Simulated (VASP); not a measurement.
# Sn in VASP: notebook, part 2 of 2

VASP 6.6.1. Earlier steps stand in the parts before.

## (4) Single point, PBEsol

INCAR reads:

```
SYSTEM = Sn
ALGO = Fast ; EDIFF = 1E-7
ENCUT = 520 ; GGA = PS
ISIF = 2 ; ISMEAR = 0
LASPH = .True. ; LCHARG = .False.
LREAL = .False. ; LWAVE = .False.
NBANDS = 13 ; NELM = 100
PREC = Accurate ; SIGMA = 0.1
```

KPOINTS reads:

```
k-points
0
Gamma
  22 22 22
  0 0 0
```

POSCAR reads:

```
Sn
1.0
   -1.9610046506      1.9610046506      1.7059777707
    1.9610046506     -1.9610046506      1.7059777707
    1.9610046506      1.9610046506     -1.7059777707
Sn
1
Direct
    0.0000000000      0.0000000000      0.0000000000
```

Potentials or basis: VASP PAW PBE potentials, release 64 (Sn_d).

Run with:

```
cat potpaw_PBE.64/Sn_d/POTCAR > POTCAR
mpirun -np 1 vasp_std > vasp.out
```

OUTCAR:

```text
SYSTEM = Sn
   EDIFF = 1E-7
   ENCUT = 520
   GGA = PS
   ISIF = 2
   ISMEAR = 0
   LASPH = .True.
   LREAL = .False.
   NELM = 100
   PREC = Accurate

 ion  position               nearest neighbor table
   1  0.000  0.000  0.000-

  LATTYP: Found a body centered tetragonal cell.
 ALAT       =     3.9220093012
 C/A-ratio  =     0.8699509051

  Lattice vectors:

 A1 = (  -1.9610046506,   1.9610046506,   1.7059777707)
 A2 = (   1.9610046506,  -1.9610046506,   1.7059777707)
 A3 = (   1.9610046506,   1.9610046506,  -1.7059777707)

Analysis of symmetry for initial positions (statically):
=====================================================================
 Subroutine PRICEL returns:
 Original cell was already a primitive cell.

 Routine SETGRP: Setting up the symmetry group for a
 body centered tetragonal supercell.

 Subroutine GETGRP returns: Found 16 space group operations
 (whereof 16 operations were pure point group operations)
 out of a pool of 16 trial point group operations.

[... 160 lines left out ...]

 E-fermi :   8.3533     XC(G=0): -10.6673

 val. band max:        8.3510214882   @ k =   0.3182   0.1818   0.0909
 cond. band min:       8.3542161626   @ k =  -0.2727   0.4545   0.1818
 fundamental gap:      0.0031946744
 Fermi energy:         8.3533165999

 k-point     1 :       0.0000    0.0000    0.0000
  band No.  band energies     occupation
      1     -13.1354      2.00000
      2     -13.0775      2.00000
      3     -13.0775      2.00000
      4     -13.0099      2.00000
      5     -12.9276      2.00000
      6      -3.0120      2.00000
      7      15.8985      0.00000
      8      15.8985      0.00000
      9      17.5326      0.00000
     10      19.5638      0.00000
     11      20.6189      0.00000
     12      20.6189      0.00000
     13      20.8157      0.00000
[... 354 lines left out ...]
  band No.  band energies     occupation
      1     -13.1642      2.00000
      2     -13.0943      2.00000
      3     -12.9669      2.00000
      4     -12.9246      2.00000
      5     -12.8729      2.00000
      6       1.3411      2.00000
      7       5.1556      2.00000
      8      11.4253      0.00000
      9      12.9586      0.00000
     10      16.0972      0.00000
     11      16.7748      0.00000
     12      22.8927      0.00000
     13      25.8283      0.00000

 [... further k-points ...]
[... 5 lines left out ...]
  --------------------------------------------------------------------------------------
  -------------------------------------------------------------------------------------
  Total       -0.0066493     -0.0066493     -0.0005794      0.0000000      0.0000000      0.0000000
  in kB       -0.4059704     -0.4059704     -0.0353735      0.0000000      0.0000000      0.0000000
  external PRESSURE =      -0.2824381 kB  Pullay stress =       0.0000000 kB

 VOLUME and BASIS-vectors are now :
 -----------------------------------------------------------------------------
  energy-cutoff  :      520.00
  volume of cell :       26.24
      direct lattice vectors                 reciprocal lattice vectors
    -1.961004651  1.961004651  1.705977771     0.000000000  0.254971348  0.293087055
     1.961004651 -1.961004651  1.705977771     0.254971348  0.000000000  0.293087055
     1.961004651  1.961004651 -1.705977771     0.254971348  0.254971348  0.000000000

 POSITION                                       TOTAL-FORCE (eV/Angst)
 -----------------------------------------------------------------------------------
      0.00000      0.00000      0.00000         0.000000     -0.000000      0.000000
 -----------------------------------------------------------------------------------
    total drift:                               -0.000000      0.000000      0.000000

  FREE ENERGIE OF THE ION-ELECTRON SYSTEM (eV)
  ---------------------------------------------------
  free  energy   TOTEN  =        -4.2404949753 eV

  energy  without entropy=       -4.2377934694  energy(sigma->0) =       -4.23914422
```

OSZICAR:

```text
N       E                     dE             d eps       ncg     rms          rms(c)
DAV:   1     0.803614199502E+02    0.80361E+02   -0.71765E+03 22417   0.162E+03
DAV:   2     0.135065624956E+01   -0.79011E+02   -0.76440E+02 23174   0.342E+02
DAV:   3    -0.414851094972E+01   -0.54992E+01   -0.54803E+01 25900   0.727E+01
DAV:   4    -0.425882318805E+01   -0.11031E+00   -0.11029E+00 25558   0.110E+01
DAV:   5    -0.426254223090E+01   -0.37190E-02   -0.37190E-02 27892   0.198E+00    0.145E+00
RMM:   6    -0.424575818181E+01    0.16784E-01   -0.15277E-02 27438   0.165E+00    0.813E-01
RMM:   7    -0.424070094619E+01    0.50572E-02   -0.10552E-02 27136   0.124E+00    0.123E-01
RMM:   8    -0.424046006636E+01    0.24088E-03   -0.96391E-04 30606   0.432E-01    0.310E-02
RMM:   9    -0.424049174484E+01   -0.31678E-04   -0.33297E-04 34041   0.167E-01    0.261E-02
RMM:  10    -0.424049371814E+01   -0.19733E-05   -0.44243E-05 29027   0.963E-02    0.105E-02
RMM:  11    -0.424049461191E+01   -0.89377E-06   -0.23268E-05 34200   0.500E-02    0.481E-03
RMM:  12    -0.424049501015E+01   -0.39823E-06   -0.47610E-06 34970   0.201E-02    0.270E-03
RMM:  13    -0.424049497527E+01    0.34880E-07   -0.48859E-07 22084   0.633E-03
   1 F= -.42404950E+01 E0= -.42391442E+01  d E =-.270151E-02
```

stdout:

```text
POSCAR found type information on POSCAR Sn
 POSCAR found :  1 types and       1 ions
 scaLAPACK will be used
 -----------------------------------------------------------------------------
|                                                                             |
|                                                                             |
|     You enforced a specific xc type in the INCAR file but a different       |
[... 25 lines left out ...]
WARNING in EDDRMM: call to ZHEGV failed, returncode =   8  4     10
WARNING in EDDRMM: call to ZHEGV failed, returncode =   6  3     10
WARNING in EDDRMM: call to ZHEGV failed, returncode =   6  3     13
WARNING in EDDRMM: call to ZHEGV failed, returncode =   8  4      8
WARNING in EDDRMM: call to ZHEGV failed, returncode =   8  4     12
WARNING in EDDRMM: call to ZHEGV failed, returncode =   6  3     11
WARNING in EDDRMM: call to ZHEGV failed, returncode =   6  3     12
```

It took 2.4 min on 1 thread of Intel Xeon 6975P-C (Granite Rapids), shared host; peak memory 0.36 GiB.

What came out:

```
Free energy            : -4.2405 eV
Pressure               : 0.0 GPa
Band gap on the k mesh : zero (band 7 reaches 15.90 eV, above the bottom of band 8 at 5.98 eV)
```

Caveat: the PAW data sets were made with another functional, which shifts forces and pressure a little; spin-orbit coupling is left out, which moves the levels of the heavy elements.

## (5) Single point, PBEsol

This run uses another cell than the first one, of 26.45 Å³/atom, 1.010 times its volume.

INCAR reads:

```
SYSTEM = Sn
ALGO = Fast ; EDIFF = 1E-7
ENCUT = 520 ; GGA = PS
ISIF = 2 ; ISMEAR = 0
LASPH = .True. ; LCHARG = .True.
LELF = .True. ; LREAL = .False.
LVHAR = .True. ; LWAVE = .False.
NBANDS = 13 ; NELM = 100
PREC = Accurate ; SIGMA = 0.1
```

KPOINTS is that of step 4.

POSCAR reads:

```
Sn
1.0
   -1.7178518482      1.7182126674      2.2401236366
    1.7178518482     -1.7182126674      2.2401236366
    1.7178518482      1.7182126674     -2.2401236366
Sn
1
Direct
    0.0000000000      0.0000000000      0.0000000000
```

Run with:

```
cat potpaw_PBE.64/Sn_d/POTCAR > POTCAR
mpirun -np 1 vasp_std > vasp.out
```

Run time: 16 min. Hardware: 1 thread of Oxide Virtual Turin-like, shared host; peak memory 0.54 GiB.

It converged, with:

- Free energy: -4.2374 eV
- Pressure: 0.0 GPa
- Band gap on the k mesh: zero (band 7 reaches 16.13 eV, above the bottom of band 8 at 6.05 eV)

Levels at points of the mesh, in eV from the Fermi level:
```tsv
k point	band 3	band 4	band 5	band 6	band 7	band 8	band 9	band 10	band 11	band 12
(0.00, 0.00, 0.00)	-21.45	-21.43	-21.37	-11.37	7.80	7.97	7.97	10.71	11.96	11.96
(0.50, 0.00, 0.00)	-21.45	-21.32	-21.30	-6.85	-4.80	5.24	6.40	9.85	10.10	10.34
(0.00, 0.50, 0.00)	-21.45	-21.32	-21.30	-6.85	-4.80	5.24	6.40	9.84	10.09	10.34
(0.50, 0.50, 0.00)	-21.32	-21.32	-21.27	-5.30	-4.01	2.21	2.74	5.91	6.17	19.73
(0.50, 0.50, 0.50)	-21.32	-21.28	-21.28	-4.07	-3.22	1.37	1.37	4.68	5.26	19.47
```

Caveat: the PAW data sets were made with another functional, which shifts forces and pressure a little; spin-orbit coupling is left out, which moves the levels of the heavy elements.

## (6) Summary

| task | cell | k mesh | cutoff (eV) | gap on the mesh (eV) | pressure (GPa) |
| --- | --- | --- | --- | --- | --- |
| single point | a = 3.252 Å, angles 106.2, 106.2, 116.3°, 1 atom | 20 × 20 × 20 | 520 | none | -0.1 |
| relaxation of cell and atoms | relaxed from a = 3.535, b = 3.306, c = 3.186 Å, angles 66.0, 58.7, 55.4°, 1 atom | 6 × 6 × 6 | 600 | none | -0.1 |
| single point | a = 3.256 Å, angles 105.9, 105.9, 116.8°, 1 atom | 22 × 22 × 22 | 520 | none | 0.0 |
| single point | a = 3.305 Å, angles 117.4, 117.3, 94.6°, 1 atom | 22 × 22 × 22 | 520 | none | 0.0 |

Alike in all rows: level PBEsol; potentials or basis VASP PAW PBE potentials, release 64 (Sn_d); no spin polarisation; smearing gaussian 0.1 eV.

Caveats: some runs use coarse meshes; the PAW data sets were made with another functional, which shifts forces and pressure a little; spin-orbit coupling is left out, which moves the levels of the heavy elements.

Total energies depend on the potentials used, so only differences within one code and one set of settings carry meaning.
